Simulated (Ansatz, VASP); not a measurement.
# Two plane-wave programs on GaO4

```
Ga O
1.0
     3.97129    0.00000    0.00000
     0.00000    3.97129    0.00000
     0.00000    0.00000    3.97129
Ga O
1 4
Cartesian
  0.0000 0.0000 0.0000
  1.9856 1.9856 1.9856
  1.9856 0.0000 0.0000
  0.0000 1.9856 0.0000
  0.0000 0.0000 1.9856
```

Alike in both runs: task single point; functional PBE; k mesh 4 × 4 × 4; occupations gaussian, width 0.1 eV; collinear spin.

```csv
,VASP,Ansatz
version,VASP 6.6.1,Ansatz 0.2.0
potentials or method,"VASP PAW PBE potentials, release 64 (Ga_d, O), cutoff 520 eV","scalar-relativistic, plane waves, PAW"
valence electrons in the cell,37,37
```

|  | VASP | Ansatz | Ansatz less VASP |
| --- | --- | --- | --- |
| gap on the k mesh at the Fermi level (eV) | none | none | - |
| pressure (GPa) | -5.1 | -5.3 | -0.21 |
| net moment per atom (μB) | 1.00 | 1.00 | 0.000 |
| size of the moment on the site where the two differ most (μB) | 1.65 | 1.96 | +0.308 |

Site moments also hang on the region over which each program counts them. A gap of «none» marks a metal or a gap that the smearing closes.

The k mesh is coarse, so the values compare programs but aren't converged.
